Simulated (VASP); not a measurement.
Write the native input for VASP 6.6.1 that does the following.

```
Task                               : single point
Functional                         : PBEsol-based global hybrid with 25 % exact exchange
Potentials or basis                : VASP PAW PBE potentials, release 64 (C)
Cutoff                             : 520 eV
k mesh                             : 7 × 7 × 7
Occupations                        : fermi-dirac, width 0.05 eV
Spin                               : no spin polarisation
Dipole correction                  : no
Grid for exact exchange (PRECFOCK) : Normal
Share of exact exchange            : 0.25
Further INCAR settings             : ALGO = Normal; EDIFF = 1e-06; NBANDS = 11
```

Crystal: C.

```
C
1.0
     0.00000    1.78337    1.78337
     1.78337    0.00000    1.78337
     1.78337    1.78337    0.00000
C
2
Direct
  0.75000 0.75000 0.75000
  0.50000 0.50000 0.50000
```

One way to write it, as run:

POSCAR

```
C
1.0
    0.0000000000      1.7833700000      1.7833700000
    1.7833700000      0.0000000000      1.7833700000
    1.7833700000      1.7833700000      0.0000000000
C
2
Direct
    0.7500000000      0.7500000000      0.7500000000
    0.5000000000      0.5000000000      0.5000000000
```

INCAR.step1

```
SYSTEM = C
  ALGO = Normal
  EDIFF = 1E-5
  ENCUT = 520
  GGA = PE
  ISIF = 2
  ISMEAR = -1
  LASPH = .TRUE.
  LCHARG = .FALSE.
  LREAL = .FALSE.
  LWAVE = .TRUE.
  NBANDS = 11
  NELM = 100
  PREC = Accurate
  SIGMA = 0.05
```

INCAR.step2

```
SYSTEM = C
  AEXX = 0.25
  ALGO = Normal
  EDIFF = 1E-6
  ENCUT = 520
  GGA = PS
  ISIF = 2
  ISMEAR = -1
  ISTART = 1
  LASPH = .TRUE.
  LCHARG = .FALSE.
  LHFCALC = .TRUE.
  LREAL = .FALSE.
  LWAVE = .FALSE.
  NBANDS = 11
  NELM = 100
  PREC = Accurate
  PRECFOCK = Normal
  SIGMA = 0.05
```

KPOINTS

```
k-points
0
G
  7 7 7
  0 0 0
```

Potentials or basis: VASP PAW PBE potentials, release 64 (C).

The run is started by

```sh
$ cat potpaw_PBE.64/C/POTCAR > POTCAR
$ cp INCAR.step1 INCAR
$ mpirun -np 1 vasp_std > vasp.out
$ cp INCAR.step2 INCAR
$ mpirun -np 1 vasp_std > vasp.out
```

Results of the run:

```json
{
 "Pressure": "-11.7 GPa",
 "Band gap on the k mesh": "6.08 eV (least direct gap 7.69 eV)"
}
```

Caveat: the k points lie up to 0.44 Å⁻¹ apart; the PAW data sets were made with another functional, which shifts forces and pressure a little; an odd mesh through Γ misses points on the zone boundary, where band edges can lie.

Run time: 5 min on 1 thread of AMD EPYC 7R13 Processor (Zen 3) (shared host), peak memory 0.09 GiB.
